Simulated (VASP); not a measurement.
# Mg (Pm-3m) in VASP: a series of runs

Mg is run at these levels: PBEsol; tasks: single point.

Program: VASP 6.6.1. These are calculated values, not measurements. Logs are shortened: lines on timing, memory, paths and dates and some standing lists are left out, and cuts for length are marked.

### 1 The cell of the first run

Symmetry: Pm-3m, No. 221, cubic system. The conventional cell has a = 2.251 Å, b = 2.251 Å, c = 2.251 Å, α = 90.00°, β = 90.00°, γ = 90.00°. Within 3.0 Å of Mg (site symmetry m-3m) lie 6 Mg at 2.25 Å.

### 2 Single point, PBEsol

Contents of INCAR:

```
SYSTEM = Mg
PREC = Accurate
ENCUT = 520
EDIFF = 1E-6
ISMEAR = -1
SIGMA = 0.1
LREAL = .FALSE.
LASPH = .TRUE.
NELM = 80
ALGO = Normal
ISIF = 2
LWAVE = .FALSE.
LCHARG = .FALSE.
GGA = PS
NBANDS = 7
```

Contents of KPOINTS:

```
Automatic mesh
0
G
  17 17 17
  0 0 0
```

Contents of POSCAR:

```
Mg
1.0
    2.2512863341      0.0000000000      0.0000000000
    0.0000000000      2.2512863341      0.0000000000
    0.0000000000      0.0000000000      2.2512863341
Mg
1
Direct
    0.0000000000      0.0000000000      0.0000000000
```

Potentials or basis: VASP PAW PBE potentials, release 64 (Mg).

Command:

```
> cat potpaw_PBE.64/Mg/POTCAR > POTCAR
> mpirun -np 1 vasp_std > vasp.out
```

OUTCAR:

```text
SYSTEM = Mg
   PREC = Accurate
   ENCUT = 520
   EDIFF = 1E-6
   ISMEAR = -1
   LREAL = .FALSE.
   LASPH = .TRUE.
   NELM = 80
   ISIF = 2
   GGA = PS

 ion  position               nearest neighbor table
   1  0.000  0.000  0.000-

  LATTYP: Found a simple cubic cell.
 ALAT       =     2.2512863341

  Lattice vectors:

 A1 = (   2.2512863341,   0.0000000000,   0.0000000000)
 A2 = (   0.0000000000,   2.2512863341,   0.0000000000)
 A3 = (   0.0000000000,   0.0000000000,   2.2512863341)

Analysis of symmetry for initial positions (statically):
=====================================================================
 Subroutine PRICEL returns:
 Original cell was already a primitive cell.

 Routine SETGRP: Setting up the symmetry group for a
 simple cubic supercell.

 Subroutine GETGRP returns: Found 48 space group operations
 (whereof 48 operations were pure point group operations)
 out of a pool of 48 trial point group operations.

The static configuration has the point symmetry O_h .

Analysis of symmetry for dynamics (positions and initial velocities):
=====================================================================
 Subroutine PRICEL returns:
 Original cell was already a primitive cell.

 Routine SETGRP: Setting up the symmetry group for a
 simple cubic supercell.

 Subroutine GETGRP returns: Found 48 space group operations
 (whereof 48 operations were pure point group operations)
 out of a pool of 48 trial point group operations.

The dynamic configuration has the point symmetry O_h .

 Subroutine INISYM returns: Found 48 space group operations
 (whereof 48 operations are pure point group operations),
 and found     1 'primitive' translations

----------------------------------------------------------------------------------------

                                     Primitive cell

  volume of cell :      11.4102

  direct lattice vectors                    reciprocal lattice vectors
     2.251286334  0.000000000  0.000000000     0.444190499  0.000000000  0.000000000
     0.000000000  2.251286334  0.000000000     0.000000000  0.444190499  0.000000000
     0.000000000  0.000000000  2.251286334     0.000000000  0.000000000  0.444190499

  length of vectors
     2.251286334  2.251286334  2.251286334     0.444190499  0.444190499  0.444190499

  position of ions in fractional coordinates (direct lattice)
     0.000000000  0.000000000  0.000000000

  ion indices of the primitive-cell ions
[... 69 lines left out ...]
   LNONCOLLINEAR =      F non collinear calculations
   LSORBIT =      F    spin-orbit coupling
   LASPH  =      T    aspherical Exc in radial PAW
   ENCUT  =  520.0 eV  38.22 Ry    6.18 a.u.   4.19  4.19  4.19*2*pi/ulx,y,z
   NELM   =     80;   NELMIN=  2; NELMDL= -5     # of ELM steps
   EDIFF  = 0.1E-05   stopping-criterion for ELM
   LREAL  =      F    real-space projection
   EDIFFG = 0.1E-04   stopping-criterion for IOM
   NSW    =      0    number of steps for IOM
   IBRION =     -1    ionic relax: 0-MD 1-quasi-New 2-CG
   NFREE  =      0    steps in history (QN), initial steepest desc. (CG)
   ISIF   =      2    stress and relaxation
   ISYM   =      2    0-nonsym 1-usesym 2-fastsym
   POTIM  = 0.5000    time-step for ionic-motion
   TEBEG  =    0.0;   TEEND  =   0.0 temperature during run
   PSTRESS=    0.0 pullay stress
   NELECT =       2.0000    total number of electrons
   NUPDOWN=      -1.0000    fix difference up-down
   EMIN   =  10.00;   EMAX   =-10.00  energy-range for DOS
   EFERMI =   0.00;   METHOD = LEGACY
   ISMEAR =    -1;   SIGMA  =   0.10  broadening in eV -4-tet -1-fermi 0-gaus
   EFERMI_NEDOS =   21; number of points for ismear=-14 and -15
   IALGO  =     38    algorithm
   IMIX   =      4    mixing-type and parameters
     AMIX     =   0.40;   BMIX     =  1.00
     AMIX_MAG =   1.60;   BMIX_MAG =  1.00
  volume/ion in A,a.u.               =      11.41        77.00
  Fermi-wavevector in a.u.,A,eV,Ry     =   0.916194  1.731356 11.420885  0.839411
  Thomas-Fermi vector in A             =   2.041022
   LORBIT       =      0    0 simple, 1 ext, 2 COOP (PROOUT), +10 PAW based schemes
   GGA     = PS    functional components
   LHFCALC =     F    Hartree Fock is set to
   AEXX    =    0.0000 exact exchange contribution
   IVDW    =     0    specifies the selected vdW correction
   LEPSILON=     F    determine dielectric tensor
   LRPA    =     F    only Hartree local field effects (RPA)
 non-spin polarized calculation
  energy-cutoff  :      520.00
  volume of cell :       11.41
 maximum number of plane-waves:       320
 NGX is ok and might be reduce to    18
   NGX =  9   NGY =  9   NGZ =  9

 number of electron       2.0000000 magnetization

 Free energy of the ion-electron system (eV)
  ---------------------------------------------------
  ext. energy  EPLUGINS =         0.00000000
  ---------------------------------------------------
  free energy    TOTEN  =         1.17563635 eV

  energy without entropy =        1.18459130  energy(sigma->0) =        1.18011382

 E-fermi :   7.8212     XC(G=0): -11.0654

 val. band max:        7.8177217284   @ k =   0.4118   0.1176   0.1176
 cond. band min:       7.9094441939   @ k =   0.4118   0.1765   0.0000
 fundamental gap:      0.0917224655
 Fermi energy:         7.8212342236

 k-point     1 :       0.0000    0.0000    0.0000
  band No.  band energies     occupation
      1      -2.8112      2.00000
      2      19.1114      0.00000
      3      19.1114      0.00000
      4      25.4891      0.00000
      5      25.4891      0.00000
      6      25.4891      0.00000
      7      34.7649      0.00000
[... 221 lines left out ...]
 k-point    24 :       0.4706    0.1176    0.0000
  band No.  band energies     occupation
      1       3.5810      2.00000
      2       5.9622      2.00000
      3      22.3187      0.00000
      4      23.7403      0.00000
      5      28.1920      0.00000
      6      32.1357      0.00000
      7      33.4229      0.00000

 [... further k-points ...]
[... 5 lines left out ...]
  --------------------------------------------------------------------------------------
  -------------------------------------------------------------------------------------
  Total        7.2391657      7.2391657      7.2391657     -0.0000000     -0.0000000      0.0000000
  in kB     1016.4988511   1016.4988511   1016.4988511     -0.0000000     -0.0000000      0.0000000
  external PRESSURE =    1016.4988511 kB  Pullay stress =       0.0000000 kB

 VOLUME and BASIS-vectors are now :
 -----------------------------------------------------------------------------
  energy-cutoff  :      520.00
  volume of cell :       11.41
      direct lattice vectors                 reciprocal lattice vectors
     2.251286334  0.000000000  0.000000000     0.444190499  0.000000000  0.000000000
     0.000000000  2.251286334  0.000000000     0.000000000  0.444190499  0.000000000
     0.000000000  0.000000000  2.251286334     0.000000000  0.000000000  0.444190499

 POSITION                                       TOTAL-FORCE (eV/Angst)
 -----------------------------------------------------------------------------------
      0.00000      0.00000      0.00000         0.000000      0.000000      0.000000
 -----------------------------------------------------------------------------------
    total drift:                                0.000000      0.000000     -0.000000

  FREE ENERGIE OF THE ION-ELECTRON SYSTEM (eV)
  ---------------------------------------------------
  free  energy   TOTEN  =         1.1756363467 eV

  energy  without entropy=        1.1845913024  energy(sigma->0) =        1.18011382
```

stdout:

```text
POSCAR found type information on POSCAR Mg
 POSCAR found :  1 types and       1 ions
 scaLAPACK will be used
 -----------------------------------------------------------------------------
|                                                                             |
|                                                                             |
|     You enforced a specific xc type in the INCAR file but a different       |
|     I HOPE YOU KNOW WHAT YOU ARE DOING!                                     |
|                                                                             |
 -----------------------------------------------------------------------------

 LDA part: xc-table for (Slater+PW92), standard interpolation
 POSCAR, INCAR and KPOINTS ok, starting setup
 FFT: planning ... GRIDC
 FFT: planning ... GRID_SOFT
 FFT: planning ... GRID
 WAVECAR not read
 entering main loop
```

Wall time 13 s (1 thread of AMD EPYC 7R43 (Zen 3), shared host); peak memory 0.09 GiB.

What came out:

- Free energy: 1.1756 eV
- Pressure: 101.6 GPa
- Band gap on the k mesh: zero (band 1 reaches 13.66 eV, above the bottom of band 2 at 5.56 eV)

Levels at points of the mesh, in eV from the Fermi level:
```tsv
k point	band 1	band 2	band 3	band 4
(0.00, 0.00, 0.00)	-10.63	11.29	11.29	17.67
```

Caveat: the PAW data sets were made with another functional, which shifts forces and pressure a little.

### 3 Single point, PBEsol

Contents of INCAR:

```
  PREC = Accurate
  ENCUT = 520
  EDIFF = 1E-6
  ISMEAR = -1
  SIGMA = 0.1
  LREAL = False
  LASPH = True
  NELM = 80
  ALGO = Normal
  ISIF = 2
  LWAVE = False
  LCHARG = True
  GGA = PS
  LELF = True
  LVHAR = True
  NBANDS = 7
```

Contents of KPOINTS:

```
regular mesh
0
Gamma
  17 17 17
```

Contents of POSCAR:

```
Mg
1.0
    2.2514200713      0.0000000000      0.0000000000
    0.0000000000      2.2514200713      0.0000000000
    0.0000000000      0.0000000000      2.2514200713
Mg
1
Direct
    0.0000000000      0.0000000000      0.0000000000
```

Potentials or basis: VASP PAW PBE potentials, release 64 (Mg).

Command:

```
> cat potpaw_PBE.64/Mg/POTCAR > POTCAR
> mpirun -np 1 vasp_std > vasp.out
```

OUTCAR:

```text
PREC = Accurate
   ENCUT = 520
   EDIFF = 1E-6
   ISMEAR = -1
   LREAL = False
   LASPH = True
   NELM = 80
   ISIF = 2
   GGA = PS

 ion  position               nearest neighbor table
   1  0.000  0.000  0.000-

  LATTYP: Found a simple cubic cell.
 ALAT       =     2.2514200713

  Lattice vectors:

 A1 = (   2.2514200713,   0.0000000000,   0.0000000000)
 A2 = (   0.0000000000,   2.2514200713,   0.0000000000)
 A3 = (   0.0000000000,   0.0000000000,   2.2514200713)

Analysis of symmetry for initial positions (statically):
=====================================================================
 Subroutine PRICEL returns:
 Original cell was already a primitive cell.

 Routine SETGRP: Setting up the symmetry group for a
 simple cubic supercell.

 Subroutine GETGRP returns: Found 48 space group operations
 (whereof 48 operations were pure point group operations)
 out of a pool of 48 trial point group operations.

The static configuration has the point symmetry O_h .

[... 156 lines left out ...]
  energy without entropy =        1.18330713  energy(sigma->0) =        1.17882639

 E-fermi :   7.8194     XC(G=0): -11.0646

 val. band max:        7.8157717136   @ k =   0.4118   0.1176   0.1176
 cond. band min:       7.9074837646   @ k =   0.4118   0.1765   0.0000
 fundamental gap:      0.0917120510
 Fermi energy:         7.8194087671

 k-point     1 :       0.0000    0.0000    0.0000
  band No.  band energies     occupation
      1      -2.8119      2.00000
      2      19.1090      0.00000
      3      19.1090      0.00000
      4      25.4852      0.00000
      5      25.4852      0.00000
      6      25.4852      0.00000
      7      34.7596      0.00000
[... 221 lines left out ...]
 k-point    24 :       0.4706    0.1176    0.0000
  band No.  band energies     occupation
      1       3.5797      2.00000
      2       5.9603      2.00000
      3      22.3157      0.00000
      4      23.7372      0.00000
      5      28.1885      0.00000
      6      32.1314      0.00000
      7      33.4178      0.00000

 [... further k-points ...]

------------------------ aborting loop because EDIFF is reached ----------------------------------------

  FORCE on cell =-STRESS in cart. coord.  units (eV):
  Direction    XX          YY          ZZ          XY          YZ          ZX
  --------------------------------------------------------------------------------------
  -------------------------------------------------------------------------------------
  Total        7.2366827      7.2366827      7.2366827      0.0000000      0.0000000      0.0000000
  in kB     1015.9691342   1015.9691342   1015.9691342      0.0000000      0.0000000      0.0000000
  external PRESSURE =    1015.9691342 kB  Pullay stress =       0.0000000 kB

 VOLUME and BASIS-vectors are now :
 -----------------------------------------------------------------------------
  energy-cutoff  :      520.00
  volume of cell :       11.41
      direct lattice vectors                 reciprocal lattice vectors
     2.251420071  0.000000000  0.000000000     0.444164113  0.000000000  0.000000000
     0.000000000  2.251420071  0.000000000     0.000000000  0.444164113  0.000000000
     0.000000000  0.000000000  2.251420071     0.000000000  0.000000000  0.444164113

 POSITION                                       TOTAL-FORCE (eV/Angst)
 -----------------------------------------------------------------------------------
      0.00000      0.00000      0.00000         0.000000      0.000000      0.000000
 -----------------------------------------------------------------------------------
    total drift:                                0.000000      0.000000     -0.000000

  FREE ENERGIE OF THE ION-ELECTRON SYSTEM (eV)
  ---------------------------------------------------
  free  energy   TOTEN  =         1.1743456552 eV

  energy  without entropy=        1.1833071290  energy(sigma->0) =        1.17882639
```

Wall time 17 s (1 thread of AMD EPYC 7R43 (Zen 3), shared host); peak memory 0.09 GiB.

Results:

```
Free energy            : 1.1743 eV
Pressure               : 101.6 GPa
Band gap on the k mesh : zero (band 1 reaches 13.66 eV, above the bottom of band 2 at 5.56 eV)
```

Levels at points of the mesh, in eV from the Fermi level:
| k point | band 1 | band 2 | band 3 | band 4 | band 5 | band 6 |
| --- | --- | --- | --- | --- | --- | --- |
| (0.00, 0.00, 0.00) | -10.63 | 11.29 | 11.29 | 17.67 | 17.67 | 17.67 |

Caveat: the PAW data sets were made with another functional, which shifts forces and pressure a little.
